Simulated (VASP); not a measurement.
Crystal: CoO.

```xyz
2
Lattice="0.0000 2.1315 2.1315 2.1315 0.0000 2.1315 2.1315 2.1315 0.0000" Properties=species:S:1:pos:R:3 pbc="T T T"
Co    0.0000    0.0000    0.0000
O     2.1315    2.1315    2.1315
```

Base run:

```yaml
Program: VASP 6.6.1
Functional: PBE
Potentials_or_basis: VASP PAW PBE potentials, release 64 (Co, O)
Cutoff: 520 eV
k_mesh: 9 × 9 × 9
Occupations: fermi-dirac, width 0.02 eV
Spin: collinear spin, ferromagnetic start
Starting_moments: "[3.0, 0.0] μB"
Hubbard_terms: Co d U = 4.8 eV
```

Its results: pressure -2.4 GPa; site moments Co +2.77; O +0.23 μB.

Question: After a change of settings the same cell gave: pressure -4.8 GPa; site moments Co +2.32; O -0.04 μB. Which change was it?
A. moments at the start from [3.0, 0.0] to [2.26, 0.0]; fixed moment from none to 2.26 μB
B. moments at the start from [3.0, 0.0] to [0.56, 0.0]; fixed moment from none to 0.56 μB
C. further incar settings from ALGO = Normal; EDIFF = 1e-07; NBANDS = 18 to ALGO = Normal; EDIFF = 1e-06; NBANDS = 18; moments at the start from [3.0, 0.0] to [0.3, 0.0]

Answer: A.

Caveats: a cell with one magnetic atom can't hold antiferromagnetic order, which such compounds often take; the cell stands under tension (at least some runs); the total moment is fixed, so each spin has its own Fermi level (at least some runs).
